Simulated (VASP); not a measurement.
# PbO2 (P4_2/mnm) in VASP: a series of runs, part 2 of 3

VASP 6.6.1. The steps go on from the part before.

### 3 Single point, PBEsol

INCAR

```
SYSTEM = PbO2
PREC = Accurate
ENCUT = 520
EDIFF = 1E-6
ISMEAR = -1
SIGMA = 0.05
LREAL = .FALSE.
LASPH = .TRUE.
NELM = 60
ALGO = Normal
ISIF = 2
LWAVE = .FALSE.
LCHARG = .FALSE.
GGA = PS
NBANDS = 35
```

KPOINTS

```
regular mesh
0
G
  6 6 8
  0 0 0
```

POSCAR

```
PbO2
1.0
    4.9980490863      0.0000000000      0.0000000000
    0.0000000000      4.9980490863      0.0000000000
    0.0000000000      0.0000000000      3.4109295515
Pb O
2 4
Direct
    0.5000000000      0.5000000000      0.5000000000
    0.0000000000      0.0000000000      0.0000000000
    0.6924262216      0.6924262216      0.0000000000
    0.8075737784      0.1924262216      0.5000000000
    0.1924262216      0.8075737784      0.5000000000
    0.3075737784      0.3075737784      0.0000000000
```

Potentials or basis: VASP PAW PBE potentials, release 64 (Pb_d, O).

On the command line:

```bash
$ cat potpaw_PBE.64/Pb_d/POTCAR potpaw_PBE.64/O/POTCAR > POTCAR
$ mpirun -np 1 vasp_std > vasp.out
```

OUTCAR:

```text
SYSTEM = PbO2
   PREC = Accurate
   ENCUT = 520
   EDIFF = 1E-6
   ISMEAR = -1
   LREAL = .FALSE.
   LASPH = .TRUE.
   NELM = 60
   ISIF = 2
   GGA = PS

 ion  position               nearest neighbor table
   1  0.500  0.500  0.500-   4 2.17   5 2.17   3 2.18   6 2.18   3 2.18   6 2.18   2 3.92   2 3.92
                             2 3.92   2 3.92   2 3.92   2 3.92   2 3.92   2 3.92
   2  0.000  0.000  0.000-   3 2.17   6 2.17   5 2.18   4 2.18   4 2.18   5 2.18   1 3.92   1 3.92
                             1 3.92   1 3.92   1 3.92   1 3.92   1 3.92   1 3.92
   3  0.692  0.692  0.000-   2 2.17   1 2.18   1 2.18
   4  0.808  0.192  0.500-   1 2.17   2 2.18   2 2.18
   5  0.192  0.808  0.500-   1 2.17   2 2.18   2 2.18
   6  0.308  0.308  0.000-   2 2.17   1 2.18   1 2.18

  LATTYP: Found a simple tetragonal cell.
 ALAT       =     4.9980490863
 C/A-ratio  =     0.6824521914

  Lattice vectors:

 A1 = (   4.9980490863,   0.0000000000,   0.0000000000)
 A2 = (   0.0000000000,   4.9980490863,   0.0000000000)
 A3 = (   0.0000000000,   0.0000000000,   3.4109295515)

Analysis of symmetry for initial positions (statically):
=====================================================================
 Subroutine PRICEL returns:
 Original cell was already a primitive cell.

 Routine SETGRP: Setting up the symmetry group for a
 simple tetragonal supercell.

 Subroutine GETGRP returns: Found 16 space group operations
 (whereof  8 operations were pure point group operations)
 out of a pool of 16 trial point group operations.

The static configuration has the point symmetry D_2h.
 The point group associated with its full space group is D_4h.

Analysis of symmetry for dynamics (positions and initial velocities):
=====================================================================
 Subroutine PRICEL returns:
 Original cell was already a primitive cell.

 Routine SETGRP: Setting up the symmetry group for a
 simple tetragonal supercell.

[... 128 lines left out ...]
   ISMEAR =    -1;   SIGMA  =   0.05  broadening in eV -4-tet -1-fermi 0-gaus
   EFERMI_NEDOS =   21; number of points for ismear=-14 and -15
   IALGO  =     38    algorithm
   IMIX   =      4    mixing-type and parameters
     AMIX     =   0.40;   BMIX     =  1.00
     AMIX_MAG =   1.60;   BMIX_MAG =  1.00
  volume/ion in A,a.u.               =      14.20        95.83
  Fermi-wavevector in a.u.,A,eV,Ry     =   1.388624  2.624119 26.235798  1.928277
  Thomas-Fermi vector in A             =   2.512732
   LORBIT       =      0    0 simple, 1 ext, 2 COOP (PROOUT), +10 PAW based schemes
   GGA     = PS    functional components
   LHFCALC =     F    Hartree Fock is set to
   AEXX    =    0.0000 exact exchange contribution
   IVDW    =     0    specifies the selected vdW correction
   LEPSILON=     F    determine dielectric tensor
   LRPA    =     F    only Hartree local field effects (RPA)
 non-spin polarized calculation
  energy-cutoff  :      520.00
  volume of cell :       85.21
 maximum number of plane-waves:      2308
 NGX is ok and might be reduce to    40
   NGX = 19   NGY = 19   NGZ = 13

 number of electron      52.0000007 magnetization

 Free energy of the ion-electron system (eV)
  ---------------------------------------------------
  ext. energy  EPLUGINS =         0.00000000
  ---------------------------------------------------
  free energy    TOTEN  =       -34.06792195 eV

  energy without entropy =      -34.06374837  energy(sigma->0) =      -34.06583516

 E-fermi :   4.0869     XC(G=0): -10.8672

 val. band max:        4.0281400225   @ k =   0.0000   0.0000   0.1250
 cond. band min:       4.0897559036   @ k =   0.1667   0.0000   0.0000
 fundamental gap:      0.0616158811
 Fermi energy:         4.0868511562

 k-point     1 :       0.0000    0.0000    0.0000
  band No.  band energies     occupation
      1     -14.1666      2.00000
      2     -14.0494      2.00000
      3     -12.3790      2.00000
      4     -12.3790      2.00000
      5     -11.4556      2.00000
      6     -11.2575      2.00000
[... 901 lines left out ...]
     34      15.2793      0.00000
     35      16.0958      0.00000

 [... further k-points ...]
[... 5 lines left out ...]
  --------------------------------------------------------------------------------------
  -------------------------------------------------------------------------------------
  Total        0.1044580      0.1044580      0.1738950      0.0000000      0.0000000      0.0000000
  in kB        1.9641666      1.9641666      3.2698199      0.0000000      0.0000000      0.0000000
  external PRESSURE =       2.3993844 kB  Pullay stress =       0.0000000 kB

 VOLUME and BASIS-vectors are now :
 -----------------------------------------------------------------------------
  energy-cutoff  :      520.00
  volume of cell :       85.21
      direct lattice vectors                 reciprocal lattice vectors
     4.998049086  0.000000000  0.000000000     0.200078067  0.000000000  0.000000000
     0.000000000  4.998049086  0.000000000     0.000000000  0.200078067  0.000000000
     0.000000000  0.000000000  3.410929552     0.000000000  0.000000000  0.293175214

 POSITION                                       TOTAL-FORCE (eV/Angst)
 -----------------------------------------------------------------------------------
      2.49902      2.49902      1.70546         0.000000      0.000000     -0.000000
      0.00000      0.00000      0.00000         0.000000      0.000000     -0.000000
      3.46078      3.46078      0.00000         0.003452      0.003452     -0.000000
      4.03629      0.96176      1.70546        -0.003452      0.003452     -0.000000
      0.96176      4.03629      1.70546         0.003452     -0.003452      0.000000
      1.53727      1.53727      0.00000        -0.003452     -0.003452      0.000000
 -----------------------------------------------------------------------------------
    total drift:                                0.000000     -0.000000     -0.000000

  FREE ENERGIE OF THE ION-ELECTRON SYSTEM (eV)
  ---------------------------------------------------
  free  energy   TOTEN  =       -34.0679219502 eV

  energy  without entropy=      -34.0637483683  energy(sigma->0) =      -34.06583516
```

stdout:

```text
POSCAR found type information on POSCAR PbO
 POSCAR found :  2 types and       6 ions
 scaLAPACK will be used
 -----------------------------------------------------------------------------
|                                                                             |
|                                                                             |
|     You enforced a specific xc type in the INCAR file but a different       |
|     I HOPE YOU KNOW WHAT YOU ARE DOING!                                     |
|                                                                             |
 -----------------------------------------------------------------------------

 LDA part: xc-table for (Slater+PW92), standard interpolation
 POSCAR, INCAR and KPOINTS ok, starting setup
 FFT: planning ... GRIDC
 FFT: planning ... GRID_SOFT
 FFT: planning ... GRID
 WAVECAR not read
 entering main loop
```

Wall time 4.1 min (1 thread of AMD EPYC 7R43 (Zen 3), shared host); peak memory 0.23 GiB.

Results:

- Free energy: -34.0679 eV
- Pressure: 0.2 GPa
- Largest force: 0.005 eV/Å
- Band gap on the k mesh: 0.06 eV (least direct gap 0.10 eV)

Forces on the atoms (eV/Å):
```
Pb   0.000  0.000  0.000
Pb   0.000  0.000  0.000
O    0.003  0.003  0.000
O   -0.003  0.003  0.000
O    0.003 -0.003  0.000
O   -0.003 -0.003  0.000
```

Stress tensor (GPa, compression positive):
```
0.20 0.00 0.00
0.00 0.20 0.00
0.00 0.00 0.33
```

Caveat: the PAW data sets were made with another functional, which shifts forces and pressure a little; spin-orbit coupling is left out, which moves the levels of the heavy elements. A k mesh can miss the band edges.

### 4 Single point, r2SCAN

This run uses another cell than the first one, of 14.10 Å³/atom.

POSCAR

```
PbO2
1.0
    4.9863195926      0.0000000000      0.0000000000
    0.0000000000      4.9863195926      0.0000000000
    0.0000000000      0.0000000000      3.4032844770
Pb O
2 4
Direct
    0.5000000000      0.5000000000      0.5000000000
    0.0000000000      0.0000000000      0.0000000000
    0.6926376662      0.6926376662      0.0000000000
    0.8073623338      0.1926376662      0.5000000000
    0.1926376662      0.8073623338      0.5000000000
    0.3073623338      0.3073623338      0.0000000000
```

INCAR.step1

```
SYSTEM = PbO2
PREC     = Accurate       ! precision mode
ENCUT    = 520            ! plane-wave cutoff, eV
ISMEAR   = -1             ! smearing method
SIGMA    = 0.05           ! smearing width, eV
LREAL    = .False.        ! projectors in reciprocal space
LASPH    = .True.         ! aspherical terms in the spheres
NELM     = 100            ! most SCF steps
NBANDS   = 35             ! bands
GGA      = PE             ! functional
ALGO     = Normal         ! electronic algorithm
EDIFF    = 1E-4           ! SCF threshold, eV
LWAVE    = .True.         ! write WAVECAR
LCHARG   = .False.        ! write CHGCAR
```

INCAR.step2

```
SYSTEM = PbO2
PREC     = Accurate       ! precision mode
ENCUT    = 520            ! plane-wave cutoff, eV
EDIFF    = 1E-6           ! SCF threshold, eV
ISMEAR   = -1             ! smearing method
SIGMA    = 0.05           ! smearing width, eV
LREAL    = .False.        ! projectors in reciprocal space
LASPH    = .True.         ! aspherical terms in the spheres
NELM     = 100            ! most SCF steps
ALGO     = Normal         ! electronic algorithm
ISIF     = 2              ! what is computed and relaxed
LWAVE    = .False.        ! write WAVECAR
LCHARG   = .True.         ! write CHGCAR
METAGGA  = R2SCAN         ! meta-GGA
LMIXTAU  = .True.       
LELF     = .True.         ! ELF
LVHAR    = .True.       
NBANDS   = 35             ! bands
ISTART   = 1
```

KPOINTS

```
regular mesh
0
Gamma
  6 6 8
  0 0 0
```

On the command line:

```bash
$ cat potpaw_PBE.64/Pb_d/POTCAR potpaw_PBE.64/O/POTCAR > POTCAR
$ cp INCAR.step1 INCAR
$ mpirun -np 1 vasp_std > vasp.out
$ cp INCAR.step2 INCAR
$ mpirun -np 1 vasp_std > vasp.out
```

It took 8.9 min on 1 thread of Intel Xeon 8259CL, shared host; peak memory 0.29 GiB.

It converged, with:

| Property | Result |
| --- | --- |
| Free energy | -142.2616 eV |
| Pressure | 0.9 GPa |
| Largest force | 0.025 eV/Å |

Forces in eV/Å, atoms in the order of the input:
```
Pb   0.000  0.000  0.000
Pb   0.000  0.000  0.000
O    0.018  0.018  0.000
O   -0.018  0.018  0.000
O    0.018 -0.018  0.000
O   -0.018 -0.018  0.000
```

Stress tensor (GPa, compression positive):
```
0.76 0.00 0.00
0.00 0.76 0.00
0.00 0.00 1.20
```

Levels at points of the mesh, in eV from the Fermi level:
```
           k point  band 22  band 23  band 24  band 25  band 26  band 27  band 28  band 29  band 30  band 31
(0.00, 0.00, 0.00)    -0.70    -0.70    -0.63    -0.63    -0.56    -0.04     4.71     6.48     6.48    10.18
(0.50, 0.00, 0.00)    -1.42    -0.67    -0.67    -0.47    -0.47     2.78     2.78     7.07     7.07    10.58
(0.50, 0.50, 0.00)    -1.66    -0.68    -0.68    -0.62    -0.62     3.21     3.21     7.34     7.34    10.94
(0.00, 0.00, 0.50)    -2.03    -1.26    -1.26    -0.92    -0.92     4.20     4.20     9.59     9.59    10.44
(0.50, 0.00, 0.50)    -1.18    -0.91    -0.91    -0.22    -0.22     4.51     4.51     8.03     8.03    10.74
(0.50, 0.50, 0.50)    -1.87    -0.78    -0.78    -0.66    -0.66     3.25     3.25     8.98     8.98    10.62
```

Caveat: the PAW data sets were made with another functional, which shifts forces and pressure a little; spin-orbit coupling is left out, which moves the levels of the heavy elements.

[end of part 2 of 3]
